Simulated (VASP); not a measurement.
# Ta (P2_1/m) in VASP: further runs

The runs below take Ta through single point, with PBEsol.

Everything below comes from runs of VASP 6.6.1. Logs are shortened: lines on timing, memory, paths and dates and some standing lists are left out, and cuts for length are marked.

## 1. The cell of the first run

It takes space group P2_1/m (No. 11, monoclinic). The conventional cell has a = 2.900 Å, b = 5.166 Å, c = 2.900 Å, α = 90.00°, β = 120.00°, γ = 90.00°. Within 3.8 Å of Ta (site symmetry m) lie 12 Ta at 2.89 to 3.31 Å.

## 2. Single point, PBEsol (atom 1 (Ta) moved by (-0.450, +0.000) A along x and z)

File INCAR:

```
SYSTEM = Ta
PREC     = Accurate       ! precision mode
ENCUT    = 520            ! plane-wave cutoff, eV
EDIFF    = 1E-7           ! SCF threshold, eV
ISMEAR   = 0              ! smearing method
SIGMA    = 0.15           ! smearing width, eV
LREAL    = .False.        ! projectors in reciprocal space
LASPH    = .True.         ! aspherical terms in the spheres
NELM     = 80             ! most SCF steps
ALGO     = Fast           ! electronic algorithm
ISIF     = 2              ! what is computed and relaxed
LWAVE    = .False.        ! write WAVECAR
LCHARG   = .True.         ! write CHGCAR
GGA      = PS             ! functional
LELF     = .True.         ! ELF
LVHAR    = .True.       
NBANDS   = 18             ! bands
```

File KPOINTS:

```
regular mesh
0
Gamma
  18 18 10
  0 0 0
```

File POSCAR:

```
Ta
1.0
    2.9003720726      0.0000000000      0.0000000000
   -1.4501860363      2.5117958953      0.0000000000
    0.0000000000      0.0000000000      5.1662740000
Ta
2
Direct
    0.5115141591      0.3333333333      0.7500000000
    0.3333333333      0.6666666667      0.2500000000
```

Potentials or basis: VASP PAW PBE potentials, release 64 (Ta_pv).

The run is started by

```bash
cat potpaw_PBE.64/Ta_pv/POTCAR > POTCAR
mpirun -np 1 vasp_std > vasp.out
```

OUTCAR:

```text
SYSTEM = Ta
   PREC = Accurate
   ENCUT = 520
   EDIFF = 1E-7
   ISMEAR = 0
   LREAL = .False.
   LASPH = .True.
   NELM = 80
   ISIF = 2
   GGA = PS

 ion  position               nearest neighbor table
   1  0.512  0.333  0.750-   2 2.89   2 2.89   2 3.11   2 3.11   2 3.31   2 3.31
   2  0.333  0.667  0.250-   1 2.89   1 2.89   1 3.11   1 3.11   1 3.31   1 3.31

  LATTYP: Found a hexagonal cell.
 ALAT       =     2.9003720726
 C/A-ratio  =     1.7812452577

  Lattice vectors:

 A1 = (   2.9003720726,   0.0000000000,   0.0000000000)
 A2 = (  -1.4501860363,   2.5117958953,   0.0000000000)
 A3 = (   0.0000000000,   0.0000000000,   5.1662740000)

Analysis of symmetry for initial positions (statically):
=====================================================================
 Subroutine PRICEL returns:
 Original cell was already a primitive cell.

 Routine SETGRP: Setting up the symmetry group for a
 hexagonal supercell.

 Subroutine GETGRP returns: Found  4 space group operations
 (whereof  1 operations were pure point group operations)
 out of a pool of 24 trial point group operations.

The static configuration has the point symmetry C_1 .
 The point group associated with its full space group is C_2h.

Analysis of symmetry for dynamics (positions and initial velocities):
=====================================================================
 Subroutine PRICEL returns:
 Original cell was already a primitive cell.

 Routine SETGRP: Setting up the symmetry group for a
 hexagonal supercell.

 Subroutine GETGRP returns: Found  4 space group operations
 (whereof  1 operations were pure point group operations)
 out of a pool of 24 trial point group operations.

The dynamic configuration has the point symmetry C_1 .
 The point group associated with its full space group is C_2h.

 Subroutine INISYM returns: Found  4 space group operations
 (whereof  1 operations are pure point group operations),
 and found     1 'primitive' translations

----------------------------------------------------------------------------------------

                                     Primitive cell

  volume of cell :      37.6370

  direct lattice vectors                    reciprocal lattice vectors
     2.900372073  0.000000000  0.000000000     0.344783350  0.199060760  0.000000000
    -1.450186036  2.511795895  0.000000000     0.000000000  0.398121520  0.000000000
     0.000000000  0.000000000  5.166274000     0.000000000  0.000000000  0.193563098

  length of vectors
[... 78 lines left out ...]
   LSORBIT =      F    spin-orbit coupling
   LASPH  =      T    aspherical Exc in radial PAW
   ENCUT  =  520.0 eV  38.22 Ry    6.18 a.u.   5.39  5.39  9.61*2*pi/ulx,y,z
   NELM   =     80;   NELMIN=  2; NELMDL= -5     # of ELM steps
   EDIFF  = 0.1E-06   stopping-criterion for ELM
   LREAL  =      F    real-space projection
   EDIFFG = 0.1E-05   stopping-criterion for IOM
   NSW    =      0    number of steps for IOM
   IBRION =     -1    ionic relax: 0-MD 1-quasi-New 2-CG
   NFREE  =      0    steps in history (QN), initial steepest desc. (CG)
   ISIF   =      2    stress and relaxation
   ISYM   =      2    0-nonsym 1-usesym 2-fastsym
   POTIM  = 0.5000    time-step for ionic-motion
   TEBEG  =    0.0;   TEEND  =   0.0 temperature during run
   PSTRESS=    0.0 pullay stress
   NELECT =      22.0000    total number of electrons
   NUPDOWN=      -1.0000    fix difference up-down
   EMIN   =  10.00;   EMAX   =-10.00  energy-range for DOS
   EFERMI =   0.00;   METHOD = LEGACY
   ISMEAR =     0;   SIGMA  =   0.15  broadening in eV -4-tet -1-fermi 0-gaus
   EFERMI_NEDOS =   21; number of points for ismear=-14 and -15
   IALGO  =     68    algorithm
   IMIX   =      4    mixing-type and parameters
     AMIX     =   0.40;   BMIX     =  1.00
     AMIX_MAG =   1.60;   BMIX_MAG =  1.00
  volume/ion in A,a.u.               =      18.82       126.99
  Fermi-wavevector in a.u.,A,eV,Ry     =   1.368812  2.586680 25.492516  1.873647
  Thomas-Fermi vector in A             =   2.494743
   LORBIT       =      0    0 simple, 1 ext, 2 COOP (PROOUT), +10 PAW based schemes
   GGA     = PS    functional components
   LHFCALC =     F    Hartree Fock is set to
   AEXX    =    0.0000 exact exchange contribution
   IVDW    =     0    specifies the selected vdW correction
   LEPSILON=     F    determine dielectric tensor
   LRPA    =     F    only Hartree local field effects (RPA)
 non-spin polarized calculation
 RMM-DIIS sequential band-by-band and
 Gauss-broadening in eV      SIGMA  =   0.15
  energy-cutoff  :      520.00
  volume of cell :       37.64
 maximum number of plane-waves:      1039
 NGX is ok and might be reduce to    24
   NGX = 11   NGY = 11   NGZ = 19

 number of electron      22.0000003 magnetization

 Free energy of the ion-electron system (eV)
  ---------------------------------------------------
  ext. energy  EPLUGINS =         0.00000000
  ---------------------------------------------------
  free energy    TOTEN  =       -24.55470477 eV

  energy without entropy =      -24.52466339  energy(sigma->0) =      -24.53968408

 E-fermi :   5.3250     XC(G=0): -12.4895

 val. band max:        5.3248956443   @ k =   0.5000  -0.1667   0.0000
 cond. band min:       5.3258725947   @ k =  -0.2222  -0.4444   0.1000
 fundamental gap:      0.0009769505
 Fermi energy:         5.3250044948

 k-point     1 :       0.0000    0.0000    0.0000
  band No.  band energies     occupation
      1     -29.2032      2.00000
      2     -28.2961      2.00000
      3     -28.2241      2.00000
      4     -28.1852      2.00000
      5     -28.1685      2.00000
      6     -28.0836      2.00000
[... 481 lines left out ...]
      5     -28.3907      2.00000
      6     -28.3436      2.00000
[... 10 lines left out ...]
     17      11.7052      0.00000
     18      13.1842      0.00000

 [... further k-points ...]
[... 5 lines left out ...]
  --------------------------------------------------------------------------------------
  -------------------------------------------------------------------------------------
  Total       -1.3318676     -1.1377448     -2.3509888     -1.5504449      0.0000000      0.0000000
  in kB      -56.6964857    -48.4328423   -100.0796189    -66.0011395      0.0000000      0.0000000
  external PRESSURE =     -68.4029823 kB  Pullay stress =       0.0000000 kB

 VOLUME and BASIS-vectors are now :
 -----------------------------------------------------------------------------
  energy-cutoff  :      520.00
  volume of cell :       37.64
      direct lattice vectors                 reciprocal lattice vectors
     2.900372073  0.000000000  0.000000000     0.344783350  0.199060760  0.000000000
    -1.450186036  2.511795895  0.000000000     0.000000000  0.398121520  0.000000000
     0.000000000  0.000000000  5.166274000     0.000000000  0.000000000  0.193563098

 POSITION                                       TOTAL-FORCE (eV/Angst)
 -----------------------------------------------------------------------------------
      1.00019      0.83727      3.87471        -0.046546     -0.542776      0.000000
     -0.00000      1.67453      1.29157         0.046546      0.542776     -0.000000
 -----------------------------------------------------------------------------------
    total drift:                                0.000001     -0.000000      0.000000

  FREE ENERGIE OF THE ION-ELECTRON SYSTEM (eV)
  ---------------------------------------------------
  free  energy   TOTEN  =       -24.5547047705 eV

  energy  without entropy=      -24.5246633915  energy(sigma->0) =      -24.53968408
```

It took 7.2 min on 1 thread of Intel Xeon 6975P-C, shared host; peak memory 0.61 GiB.

Results:

* Free energy: -24.5547 eV
* Pressure: -6.8 GPa
* Largest force: 0.545 eV/Å
* Band gap on the k mesh: zero (band 11 reaches 7.15 eV, above the bottom of band 12 at 4.32 eV)

Forces on the atoms (eV/Å):
```
Ta  -0.047 -0.543  0.000
Ta   0.047  0.543  0.000
```

Stress tensor (GPa, compression positive):
```
 -5.67  -6.60   0.00
 -6.60  -4.84   0.00
  0.00   0.00 -10.01
```

Caveat: the cell differs from its parent crystal (atom 1 (Ta) moved by (-0.450, +0.000) A along x and z); the PAW data sets were made with another functional, which shifts forces and pressure a little; spin-orbit coupling is left out, which moves the levels of the heavy elements.

## 3. Single point, PBEsol (atom 1 (Ta) moved by (-0.225, +0.000) A along x and z)

File INCAR:

```
ALGO     = Fast           # electronic algorithm
EDIFF    = 1E-6           # SCF threshold, eV
ENCUT    = 520            # plane-wave cutoff, eV
GGA      = PS             # functional
ISIF     = 2              # what is computed and relaxed
ISMEAR   = 0              # smearing method
LASPH    = T              # aspherical terms in the spheres
LCHARG   = F              # write CHGCAR
LREAL    = F              # projectors in reciprocal space
LWAVE    = F              # write WAVECAR
NBANDS   = 18             # bands
NELM     = 80             # most SCF steps
PREC     = Accurate       # precision mode
SIGMA    = 0.15           # smearing width, eV
```

File KPOINTS:

```
k-points
0
Gamma
  18 18 10
```

POSCAR, as its differences from that of step 2:

```diff
@@ -8,3 +8,3 @@
 Direct
-    0.5115141591      0.3333333333      0.7500000000
+    0.5890904129      0.3333333333      0.7500000000
     0.3333333333      0.6666666667      0.2500000000
```

Potentials or basis: VASP PAW PBE potentials, release 64 (Ta_pv).

The run is started by

```bash
cat potpaw_PBE.64/Ta_pv/POTCAR > POTCAR
mpirun -np 1 vasp_std > vasp.out
```

It took 5.8 min on 1 thread of Intel Xeon 6975P-C, shared host; peak memory 0.61 GiB.

The run converged. Its results:

- Free energy: -24.5230 eV
- Pressure: -7.0 GPa
- Largest force: 0.263 eV/Å
- Band gap on the k mesh: zero (band 11 reaches 7.05 eV, above the bottom of band 12 at 4.48 eV)

Forces on the atoms (eV/Å):
```
Ta  -0.199 -0.172  0.000
Ta   0.199  0.172  0.000
```

Stress tensor (GPa, compression positive):
```
-6.22 -4.10  0.00
-4.10 -6.58  0.00
 0.00  0.00 -8.12
```

Levels at points of the mesh, in eV from the Fermi level:
```csv
k point,band 7,band 8,band 9,band 10,band 11,band 12,band 13,band 14,band 15,band 16
"(0.00, 0.00, 0.00)",-8.14,-4.86,-0.66,-0.07,0.53,0.77,1.06,1.36,2.58,3.54
"(0.50, 0.00, 0.00)",-4.27,-3.75,-3.65,-0.16,0.49,0.58,0.83,5.50,6.56,6.59
"(0.00, 0.50, 0.00)",-4.01,-3.73,-3.29,-0.40,-0.36,0.36,1.06,5.07,6.44,6.70
"(0.50, 0.50, 0.00)",-3.83,-3.72,-2.83,-1.11,-0.69,0.40,0.99,5.34,6.35,6.83
"(0.00, 0.00, 0.50)",-6.32,-6.32,-1.15,-1.15,0.64,0.64,0.77,0.77,4.22,4.22
"(0.50, 0.00, 0.50)",-4.11,-4.11,-2.31,-2.31,1.26,1.26,2.65,2.65,5.45,5.45
"(0.00, 0.50, 0.50)",-4.29,-4.29,-2.31,-2.31,1.47,1.47,2.77,2.77,5.63,5.63
"(0.50, 0.50, 0.50)",-4.40,-4.40,-2.27,-2.27,1.69,1.69,2.66,2.66,5.72,5.72
```

Caveat: the cell differs from its parent crystal (atom 1 (Ta) moved by (-0.225, +0.000) A along x and z); the PAW data sets were made with another functional, which shifts forces and pressure a little; spin-orbit coupling is left out, which moves the levels of the heavy elements.
